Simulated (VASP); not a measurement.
Write the native input for VASP 6.6.1 that does the following.

- Task: single point
- Functional: r2SCAN
- Potentials or basis: VASP PAW PBE potentials, release 64 (B, N)
- Cutoff: 660 eV
- k mesh: 8 × 8 × 8
- Occupations: fermi-dirac, width 0.02 eV
- Spin: no spin polarisation
- Dipole correction: no
- Further INCAR settings: ALGO = Normal; EDIFF = 1e-06; NBANDS = 11

The system is BN.

```
B N
1.0
     2.31480    0.00000    0.00000
     0.00000    2.31480    0.00000
     0.00000    0.00000    2.31480
B N
1 1
Direct
  0.00000 0.00000 0.00000
  0.50000 0.50000 0.50000
```

One way to write it, as run:

POSCAR

```
BN
1.0
    2.3148041859      0.0000000000      0.0000000000
    0.0000000000      2.3148041859      0.0000000000
    0.0000000000      0.0000000000      2.3148041859
B N
1 1
Direct
    0.0000000000      0.0000000000      0.0000000000
    0.5000000000      0.5000000000      0.5000000000
```

INCAR.step1

```
SYSTEM = BN
  ALGO = Normal
  EDIFF = 1E-5
  ENCUT = 660
  GGA = PE
  GGA_COMPAT = .FALSE.
  ISMEAR = -1
  LASPH = .TRUE.
  LCHARG = .FALSE.
  LREAL = .FALSE.
  LWAVE = .TRUE.
  NBANDS = 11
  NELM = 120
  PREC = Accurate
  SIGMA = 0.02
```

INCAR.step2

```
SYSTEM = BN
  ALGO = Normal
  EDIFF = 1E-6
  ENCUT = 660
  GGA_COMPAT = .FALSE.
  ISIF = 2
  ISMEAR = -1
  ISTART = 1
  LASPH = .TRUE.
  LCHARG = .FALSE.
  LMIXTAU = .TRUE.
  LREAL = .FALSE.
  LWAVE = .FALSE.
  METAGGA = R2SCAN
  NBANDS = 11
  NELM = 120
  PREC = Accurate
  SIGMA = 0.02
```

KPOINTS

```
k-points
0
G
  8 8 8
  0 0 0
```

Potentials or basis: VASP PAW PBE potentials, release 64 (B, N).

The run is started by

```console
$ cat potpaw_PBE.64/B/POTCAR potpaw_PBE.64/N/POTCAR > POTCAR
$ cp INCAR.step1 INCAR
$ mpirun -np 1 vasp_std > vasp.out
$ cp INCAR.step2 INCAR
$ mpirun -np 1 vasp_std > vasp.out
```

Results of the run:

```
Pressure               : -0.8 GPa
Band gap on the k mesh : zero (band 4 reaches 10.08 eV, above the bottom of band 5 at 7.17 eV)
```

Caveat: the PAW data sets were made with another functional, which shifts forces and pressure a little.

It took 17 s on 1 thread of AMD EPYC 7R43 64-Core Processor (Zen 3), on a shared host, peak memory 0.09 GiB.
